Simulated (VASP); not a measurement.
# CuO in VASP: a series of runs

Aim: see how the results for CuO move with the level of theory and the settings. Levels: revpbe exchange, lyp correlation. Tasks: single point.

Program: VASP 6.6.1. These are calculated values, not measurements. Logs are shortened: lines on timing, memory, paths and dates and some standing lists are left out, and cuts for length are marked.

## 1. The cell of the first run

The typed cell holds 4 atoms: a = 3.004 Å, b = 3.004 Å, c = 5.229 Å, α = 90.00°, β = 90.00°, γ = 89.91°.

## 2. Single point, revpbe exchange, lyp correlation

INCAR reads:

```
SYSTEM = CuO
PREC = Accurate ; ENCUT = 600
EDIFF = 1E-6 ; ISMEAR = 0
SIGMA = 0.1 ; LREAL = .False.
LASPH = .True. ; NELM = 120
ALGO = Normal ; ISIF = 2
LWAVE = .False. ; LCHARG = .True.
GGA = LIBXC ; LIBXC1 = GGA_X_PBE_R
LIBXC2 = GGA_C_LYP ; LELF = .True.
LVHAR = .True. ; NBANDS = 25
GGA_COMPAT = .False.
```

KPOINTS reads:

```
Automatic mesh
0
Gamma
  12 12 7
  0.5 0.5 0.5
```

POSCAR reads:

```
CuO
1.0
    2.1189549763     -2.1221887801      0.1664180506
    2.1189549763      2.1221887801      0.1664180506
   -0.4096967109      0.0000000000      5.2127865977
Cu O
2 2
Direct
    0.0000000000      0.5000000000      0.0000000000
    0.5000000000      0.0000000000      0.5000000000
    0.5000149964      0.4999850036      0.2500000000
    0.4999850036      0.5000149964      0.7500000000
```

Potentials or basis: VASP PAW PBE potentials, release 64 (Cu, O).

Launch:

```bash
cat potpaw_PBE.64/Cu/POTCAR potpaw_PBE.64/O/POTCAR > POTCAR
mpirun -np 1 vasp_std > vasp.out
```

OUTCAR:

```text
SYSTEM = CuO
   PREC = Accurate
   ENCUT = 600
   EDIFF = 1E-6
   ISMEAR = 0
   LREAL = .False.
   LASPH = .True.
   NELM = 120
   ISIF = 2
   GGA = LIBXC

 ion  position               nearest neighbor table
   1  0.000  0.500  0.000-   3 1.99   4 1.99   4 1.99   3 1.99
   2  0.500  0.000  0.500-   4 1.99   3 1.99   4 1.99   3 1.99
   3  0.500  0.500  0.250-   2 1.99   1 1.99   2 1.99   1 1.99
   4  0.500  0.500  0.750-   1 1.99   2 1.99   2 1.99   1 1.99

  LATTYP: Found a base centered monoclinic cell.
 ALAT       =     4.2509599665
 B/A-ratio  =     0.9984515483
 C/A-ratio  =     1.2300425835
 COS(beta)  =    -0.0000564252

  Lattice vectors:

 A1 = (   2.1189549763,  -2.1221887801,   0.1664180506)
 A2 = (   2.1189549763,   2.1221887801,   0.1664180506)
 A3 = (  -0.4096967109,   0.0000000000,   5.2127865977)

Analysis of symmetry for initial positions (statically):
=====================================================================
 Subroutine PRICEL returns:
 Original cell was already a primitive cell.

 Routine SETGRP: Setting up the symmetry group for a
 base centered monoclinic supercell.

 Subroutine GETGRP returns: Found  4 space group operations
 (whereof  2 operations were pure point group operations)
 out of a pool of  4 trial point group operations.

The static configuration has the point symmetry S_2 .
 The point group associated with its full space group is C_2h.

Analysis of symmetry for dynamics (positions and initial velocities):
=====================================================================
 Subroutine PRICEL returns:
 Original cell was already a primitive cell.

 Routine SETGRP: Setting up the symmetry group for a
 base centered monoclinic supercell.

 Subroutine GETGRP returns: Found  4 space group operations
 (whereof  2 operations were pure point group operations)
 out of a pool of  4 trial point group operations.

The dynamic configuration has the point symmetry S_2 .
 The point group associated with its full space group is C_2h.

 Subroutine INISYM returns: Found  4 space group operations
 (whereof  2 operations are pure point group operations),
 and found     1 'primitive' translations

----------------------------------------------------------------------------------------

                                     Primitive cell

  volume of cell :      47.1713

  direct lattice vectors                    reciprocal lattice vectors
     2.118954976 -2.122188780  0.166418051     0.234517778 -0.235605807  0.018431823
     2.118954976  2.122188780  0.166418051     0.234517778  0.235605807  0.018431823
    -0.409696711  0.000000000  5.212786598    -0.014973946  0.000000000  0.190659104

  length of vectors
     3.003556288  3.003556288  5.228861779     0.332939058  0.332939058  0.191246211

  position of ions in fractional coordinates (direct lattice)
     0.000000000  0.500000000  1.000000000
     0.500000000  1.000000000  0.500000000
     0.500014996  0.499985004  0.250000000
     0.499985004  0.500014996  0.750000000

  ion indices of the primitive-cell ions
   primitive index   ion index
                 1           1
                 2           2
                 3           3
                 4           4

----------------------------------------------------------------------------------------

 KPOINTS: Automatic mesh

Automatic generation of k-mesh.
 Grid dimensions read from file:
 generate k-points for:   12   12    7

 Generating k-lattice:

  Cartesian coordinates                     Fractional coordinates (reciprocal lattice)
     0.019543148 -0.019633817  0.001535985     0.083333333  0.000000000  0.000000000
     0.019543148  0.019633817  0.001535985     0.000000000  0.083333333  0.000000000
    -0.002139135  0.000000000  0.027237015     0.000000000  0.000000000  0.142857143

  Length of vectors
     0.027744922  0.027744922  0.027320887

  Shift w.r.t. Gamma in fractional coordinates (k-lattice)
     0.500000000  0.500000000  0.500000000

 Subroutine IBZKPT returns following result:
 ===========================================

 Found    276 irreducible k-points:

 Following reciprocal coordinates:
            Coordinates               Weight
  0.041667  0.041667  0.071429      2.000000
  0.125000  0.041667  0.071429      4.000000
  0.208333  0.041667  0.071429      4.000000
  0.291667  0.041667  0.071429      4.000000
  0.375000  0.041667  0.071429      4.000000
  0.458333  0.041667  0.071429      4.000000
[... 16 lines left out ...]
 -0.041667  0.125000  0.071429      4.000000
  0.208333  0.208333  0.071429      2.000000
 [... further k-points ...]
   k-points           NKPTS =    276   k-points in BZ     NKDIM =    276   number of bands    NBANDS=     25
   number of dos      NEDOS =    301   number of ions     NIONS =      4
   total plane-waves  NPLWV =  24192
   dimension x,y,z NGX =    24 NGY =   24 NGZ =   42
   dimension x,y,z NGXF=    48 NGYF=   48 NGZF=   84
   ions per type =               2   2
   NGX,Y,Z   is equivalent  to a cutoff of  13.28, 13.28, 13.35 a.u.
   NGXF,Y,Z  is equivalent  to a cutoff of  26.57, 26.57, 26.71 a.u.
 SYSTEM =  CuO
   PREC   = accura    normal or accurate (medium, high low for compatibility)
   ISTART =      0    job   : 0-new  1-cont  2-samecut
   ICHARG =      2    charge: 1-file 2-atom 10-const
   ISPIN  =      1    spin polarized calculation?
   LNONCOLLINEAR =      F non collinear calculations
   LSORBIT =      F    spin-orbit coupling
   LASPH  =      T    aspherical Exc in radial PAW
   ENCUT  =  600.0 eV  44.10 Ry    6.64 a.u.   6.00  6.00 10.44*2*pi/ulx,y,z
   NELM   =    120;   NELMIN=  2; NELMDL= -5     # of ELM steps
   EDIFF  = 0.1E-05   stopping-criterion for ELM
   LREAL  =      F    real-space projection
   EDIFFG = 0.1E-04   stopping-criterion for IOM
   NSW    =      0    number of steps for IOM
   IBRION =     -1    ionic relax: 0-MD 1-quasi-New 2-CG
   NFREE  =      0    steps in history (QN), initial steepest desc. (CG)
   ISIF   =      2    stress and relaxation
   ISYM   =      2    0-nonsym 1-usesym 2-fastsym
   POTIM  = 0.5000    time-step for ionic-motion
   TEBEG  =    0.0;   TEEND  =   0.0 temperature during run
   PSTRESS=    0.0 pullay stress
   NELECT =      34.0000    total number of electrons
   NUPDOWN=      -1.0000    fix difference up-down
   EMIN   =  10.00;   EMAX   =-10.00  energy-range for DOS
   EFERMI =   0.00;   METHOD = LEGACY
   ISMEAR =     0;   SIGMA  =   0.10  broadening in eV -4-tet -1-fermi 0-gaus
   EFERMI_NEDOS =   21; number of points for ismear=-14 and -15
   IALGO  =     38    algorithm
   IMIX   =      4    mixing-type and parameters
     AMIX     =   0.40;   BMIX     =  1.00
     AMIX_MAG =   1.60;   BMIX_MAG =  1.00
  volume/ion in A,a.u.               =      11.79        79.58
  Fermi-wavevector in a.u.,A,eV,Ry     =   1.467828  2.773792 29.313998  2.154518
  Thomas-Fermi vector in A             =   2.583399
   LORBIT       =      0    0 simple, 1 ext, 2 COOP (PROOUT), +10 PAW based schemes
   GGA     = LIBXC    functional components
   LHFCALC =     F    Hartree Fock is set to
   AEXX    =    0.0000 exact exchange contribution
   IVDW    =     0    specifies the selected vdW correction
   LEPSILON=     F    determine dielectric tensor
   LRPA    =     F    only Hartree local field effects (RPA)
 non-spin polarized calculation
 Gauss-broadening in eV      SIGMA  =   0.10
  energy-cutoff  :      600.00
  volume of cell :       47.17
 maximum number of plane-waves:      1602
   NGX = 11   NGY = 11   NGZ = 21

 number of electron      34.0000040 magnetization

 Free energy of the ion-electron system (eV)
  ---------------------------------------------------
  ext. energy  EPLUGINS =         0.00000000
  ---------------------------------------------------
  free energy    TOTEN  =       -17.40809511 eV

  energy without entropy =      -17.39629782  energy(sigma->0) =      -17.40219647

 E-fermi :   4.6440     XC(G=0): -10.2592

 val. band max:        4.6335455354   @ k =   0.4583   0.2083   0.5000
 cond. band min:       4.6466383358   @ k =   0.3750   0.3750   0.3571
 fundamental gap:      0.0130928004
 Fermi energy:         4.6439979130

 k-point     1 :       0.0417    0.0417    0.0714
  band No.  band energies     occupation
      1     -14.5898      2.00000
      2     -13.4797      2.00000
      3      -2.7086      2.00000
      4      -0.3785      2.00000
      5      -0.3729      2.00000
      6       1.0676      2.00000
[... 17 lines left out ...]
     24      18.9131      0.00000
     25      19.1588      0.00000

 k-point     2 :       0.1250    0.0417    0.0714
  band No.  band energies     occupation
      1     -14.5301      2.00000
      2     -13.4609      2.00000
      3      -2.5963      2.00000
      4      -0.4248      2.00000
      5      -0.3434      2.00000
      6       0.5173      2.00000
[... 17 lines left out ...]
     24      18.7922      0.00000
     25      19.2499      0.00000

 k-point     3 :       0.2083    0.0417    0.0714
  band No.  band energies     occupation
      1     -14.4239      2.00000
      2     -13.4279      2.00000
      3      -2.3939      2.00000
      4      -0.4851      2.00000
      5      -0.2900      2.00000
      6      -0.2190      2.00000
[... 17 lines left out ...]
     24      18.7658      0.00000
     25      19.1652      0.00000

 k-point     4 :       0.2917    0.0417    0.0714
  band No.  band energies     occupation
      1     -14.2968      2.00000
      2     -13.3892      2.00000
      3      -2.1462      2.00000
      4      -0.9318      2.00000
      5      -0.4934      2.00000
      6      -0.2268      2.00000
[... 17 lines left out ...]
     24      18.7568      0.00000
     25      18.8076      0.00000
[... 477 lines left out ...]
 k-point    22 :      -0.1250    0.1250    0.0714
  band No.  band energies     occupation
      1     -14.4709      2.00000
      2     -13.4426      2.00000
      3      -2.4832      2.00000
      4      -0.4292      2.00000
      5      -0.3532      2.00000
      6       0.4142      2.00000
[... 17 lines left out ...]
     24      17.8571      0.00000
     25      19.3505      0.00000

 k-point    23 :      -0.0417    0.1250    0.0714
  band No.  band energies     occupation
      1     -14.5300      2.00000
      2     -13.4608      2.00000
      3      -2.5962      2.00000
      4      -0.4258      2.00000
      5      -0.3427      2.00000
      6       0.5164      2.00000
[... 17 lines left out ...]
     24      18.8010      0.00000
     25      19.2206      0.00000

 k-point    24 :       0.2083    0.2083    0.0714
  band No.  band energies     occupation
      1     -14.2636      2.00000
      2     -13.3808      2.00000
      3      -2.0732      2.00000
      4      -0.4977      2.00000
      5      -0.2861      2.00000
      6      -0.2477      2.00000
[... 17 lines left out ...]
     24      16.5174      0.00000
     25      19.6270      0.00000

 [... further k-points ...]

------------------------ aborting loop because EDIFF is reached ----------------------------------------

  FORCE on cell =-STRESS in cart. coord.  units (eV):
  Direction    XX          YY          ZZ          XY          YZ          ZX
  --------------------------------------------------------------------------------------
  -------------------------------------------------------------------------------------
  Total        0.6699033      0.6778614      0.7611837      0.0000000      0.0000000     -0.0070289
  in kB       22.7533048     23.0236034     25.8536501      0.0000000      0.0000000     -0.2387359
  external PRESSURE =      23.8768528 kB  Pullay stress =       0.0000000 kB

 VOLUME and BASIS-vectors are now :
 -----------------------------------------------------------------------------
  energy-cutoff  :      600.00
  volume of cell :       47.17
      direct lattice vectors                 reciprocal lattice vectors
     2.118954976 -2.122188780  0.166418051     0.234517778 -0.235605807  0.018431823
     2.118954976  2.122188780  0.166418051     0.234517778  0.235605807  0.018431823
    -0.409696711  0.000000000  5.212786598    -0.014973946  0.000000000  0.190659104

 POSITION                                       TOTAL-FORCE (eV/Angst)
 -----------------------------------------------------------------------------------
      1.05948      1.06109      0.08321         0.000000      0.000000      0.000000
      0.85463     -1.06109      2.68960         0.000000     -0.000000      0.000000
      2.01653     -0.00006      1.46961         0.000000      0.000039      0.000000
      1.81168      0.00006      4.07601        -0.000000     -0.000039     -0.000000
 -----------------------------------------------------------------------------------
    total drift:                                0.000000     -0.000000     -0.000000

  FREE ENERGIE OF THE ION-ELECTRON SYSTEM (eV)
  ---------------------------------------------------
  free  energy   TOTEN  =       -17.4080951082 eV

  energy  without entropy=      -17.3962978234  energy(sigma->0) =      -17.40219647
```

Wall time 1.9 min (1 thread of Intel Xeon 6975P-C (Granite Rapids), shared host); peak memory 0.42 GiB.

What came out:

| Quantity | Value |
| --- | --- |
| Free energy | -17.4081 eV |
| Pressure | 2.4 GPa |
| Band gap on the k mesh | zero (bands 17 and 18 overlap by 1.06 eV) |

Stress tensor (GPa, compression positive):
```
 2.28  0.00 -0.02
 0.00  2.30  0.00
-0.02  0.00  2.59
```

Caveat: the PAW data sets were made with another functional, which shifts forces and pressure a little; semilocal functionals often make such compounds metallic where correlation or magnetic order opens a gap, which also shifts bond lengths.

## 3. Single point, revpbe exchange, lyp correlation

This run uses another cell than the first one, of 11.99 Å³/atom.

INCAR reads:

```
PREC = Accurate
ENCUT = 600
EDIFF = 1E-6
ISMEAR = 0
SIGMA = 0.1
LREAL = F
LASPH = T
NELM = 120
ALGO = Normal
ISIF = 2
LWAVE = F
LCHARG = F
GGA = LIBXC
LIBXC1 = GGA_X_PBE_R
LIBXC2 = GGA_C_LYP
NBANDS = 25
GGA_COMPAT = F
```

KPOINTS is that of step 2.

POSCAR reads:

```
CuO
1.0
    2.1342499902     -2.1386860760      0.1681227095
    2.1342499902      2.1386860760      0.1681227095
   -0.4115666997      0.0000000000      5.2231908963
Cu O
2 2
Direct
    0.0000000000      0.5000000000      0.0000000000
    0.5000000000      0.0000000000      0.5000000000
    0.5000045222      0.4999954778      0.2500000000
    0.4999954778      0.5000045222      0.7500000000
```

Potentials or basis: VASP PAW PBE potentials, release 64 (Cu, O).

Launch:

```bash
cat potpaw_PBE.64/Cu/POTCAR potpaw_PBE.64/O/POTCAR > POTCAR
mpirun -np 1 vasp_std > vasp.out
```

OUTCAR:

```text
PREC = Accurate
   ENCUT = 600
   EDIFF = 1E-6
   ISMEAR = 0
   LREAL = F
   LASPH = T
   NELM = 120
   ISIF = 2
   GGA = LIBXC

 ion  position               nearest neighbor table
   1  0.000  0.500  0.000-   3 2.00   4 2.00   4 2.00   3 2.00
   2  0.500  0.000  0.500-   4 2.00   3 2.00   4 2.00   3 2.00
   3  0.500  0.500  0.250-   2 2.00   1 2.00   2 2.00   1 2.00
   4  0.500  0.500  0.750-   1 2.00   2 2.00   2 2.00   1 2.00

  LATTYP: Found a simple monoclinic cell.
[... 872 lines left out ...]
  FORCE on cell =-STRESS in cart. coord.  units (eV):
  Direction    XX          YY          ZZ          XY          YZ          ZX
  --------------------------------------------------------------------------------------
  -------------------------------------------------------------------------------------
  Total        0.0897924      0.0956677      0.1675023     -0.0009601     -0.0000759     -0.0061635
  in kB        2.9985025      3.1947032      5.5935258     -0.0320625     -0.0025357     -0.2058221
  external PRESSURE =       3.9289105 kB  Pullay stress =       0.0000000 kB

 VOLUME and BASIS-vectors are now :
 -----------------------------------------------------------------------------
  energy-cutoff  :      600.00
  volume of cell :       47.98
      direct lattice vectors                 reciprocal lattice vectors
     2.134249990 -2.138686076  0.168122709     0.232829154 -0.233788402  0.018346013
     2.134249990  2.138686076  0.168122709     0.232829154  0.233788402  0.018346013
    -0.411566700  0.000000000  5.223190896    -0.014988488  0.000000000  0.190272815

 POSITION                                       TOTAL-FORCE (eV/Angst)
 -----------------------------------------------------------------------------------
      1.06712      1.06934      0.08406        -0.000000      0.000000      0.000000
      0.86134     -1.06934      2.69566        -0.000000      0.000000      0.000000
      2.03136     -0.00002      1.47392         0.000023     -0.000000     -0.000290
      1.82557      0.00002      4.08552        -0.000023     -0.000000      0.000290
 -----------------------------------------------------------------------------------
    total drift:                                0.000000     -0.000000     -0.000000

  FREE ENERGIE OF THE ION-ELECTRON SYSTEM (eV)
  ---------------------------------------------------
  free  energy   TOTEN  =       -17.4159305619 eV

  energy  without entropy=      -17.4039981222  energy(sigma->0) =      -17.40996434
```

OSZICAR:

```text
N       E                     dE             d eps       ncg     rms          rms(c)
DAV:   1     0.326986800829E+03    0.32699E+03   -0.17736E+04 14800   0.228E+03
DAV:   2     0.215946017084E+02   -0.30539E+03   -0.28063E+03 14761   0.411E+02
DAV:   3    -0.225282531807E+02   -0.44123E+02   -0.41664E+02 18456   0.171E+02
DAV:   4    -0.241965328958E+02   -0.16683E+01   -0.16562E+01 18299   0.349E+01
DAV:   5    -0.242258010426E+02   -0.29268E-01   -0.29248E-01 18714   0.418E+00    0.182E+01
DAV:   6    -0.216935903998E+02    0.25322E+01   -0.42026E+01 20633   0.151E+02    0.148E+01
DAV:   7    -0.173286010041E+02    0.43650E+01   -0.11861E+01 18056   0.115E+02    0.263E+00
DAV:   8    -0.174470804657E+02   -0.11848E+00   -0.17021E+00 15521   0.897E+00    0.161E+00
DAV:   9    -0.174213718201E+02    0.25709E-01   -0.69081E-02 21326   0.646E+00    0.583E-01
DAV:  10    -0.174161983794E+02    0.51734E-02   -0.15235E-02 22148   0.212E+00    0.362E-01
DAV:  11    -0.174159107837E+02    0.28760E-03   -0.57443E-03 22648   0.144E+00    0.201E-01
DAV:  12    -0.174160360511E+02   -0.12527E-03   -0.24461E-03 23617   0.116E+00    0.894E-02
DAV:  13    -0.174159097356E+02    0.12632E-03   -0.41233E-04 18523   0.231E-01    0.301E-02
DAV:  14    -0.174159317771E+02   -0.22042E-04   -0.11687E-04 20507   0.143E-01    0.109E-02
DAV:  15    -0.174159302296E+02    0.15476E-05   -0.31095E-06 15056   0.556E-02    0.422E-03
DAV:  16    -0.174159305619E+02   -0.33230E-06   -0.37993E-06 14602   0.262E-02
   1 F= -.17415931E+02 E0= -.17409964E+02  d E =-.119324E-01
```

stdout:

```text
POSCAR found type information on POSCAR CuO
 POSCAR found :  2 types and       4 ions
 scaLAPACK will be used
 -----------------------------------------------------------------------------
|                                                                             |
|                                                                             |
|     You enforced a specific xc type in the INCAR file but a different       |
|     I HOPE YOU KNOW WHAT YOU ARE DOING!                                     |
|                                                                             |
 -----------------------------------------------------------------------------

 LDA part: xc-table for (None,None), standard interpolation
 POSCAR, INCAR and KPOINTS ok, starting setup
 FFT: planning ... GRIDC
 FFT: planning ... GRID_SOFT
 FFT: planning ... GRID
 WAVECAR not read
 entering main loop
```

Wall time 2.1 min (1 thread of Intel Xeon 6975P-C (Granite Rapids), shared host); peak memory 0.44 GiB.

Results:

| Item | Value |
| --- | --- |
| Free energy | -17.4159 eV |
| Pressure | 0.4 GPa |
| Band gap on the k mesh | zero (bands 17 and 18 overlap by 1.06 eV) |

Stress tensor (GPa, compression positive):
```
 0.30  0.00 -0.02
 0.00  0.32  0.00
-0.02  0.00  0.56
```

Caveat: the PAW data sets were made with another functional, which shifts forces and pressure a little; semilocal functionals often make such compounds metallic where correlation or magnetic order opens a gap, which also shifts bond lengths.

The gap in the log of VASP goes by the Fermi energy; the results here count the filled bands.